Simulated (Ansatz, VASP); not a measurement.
**Two plane-wave programs on TiC**

```
Ti C
1.0
     0.00000    2.16400    2.21810
     2.16400    0.00000    2.21810
     2.16400    2.16400    0.00000
Ti C
1 1
Cartesian
  0.0000 0.0000 0.0000
  2.1640 2.1640 2.2181
```

Change from the starting cell: strain +0.0250 x Voigt [0, 0, 1, 0, 0, 0], atoms carried along.

Alike in both runs: task single point; functional PBE; k mesh 18 × 18 × 18; occupations gaussian, width 0.15 eV; no spin polarisation.

```csv
,VASP,Ansatz
version,VASP 6.6.1,Ansatz 0.2.0
potentials or method,"VASP PAW PBE potentials, release 64 (Ti_sv, C), cutoff 520 eV","scalar-relativistic, plane waves, PAW"
valence electrons in the cell,16,16
```

Ansatz gave:

- gap on the k mesh at the Fermi level (eV): none
- pressure (GPa): -4.8
- traceless stress, the component that is largest in VASP (GPa): -5.54

**Question.** Which values does VASP return?

**Answer.** gap on the k mesh at the Fermi level (eV): none; pressure (GPa): -4.7; traceless stress, the component that is largest in VASP (GPa): -5.60.

A gap of «none» marks a metal or a gap that the smearing closes. The functional is the same, so the differences come from potentials, cutoffs and numerics.
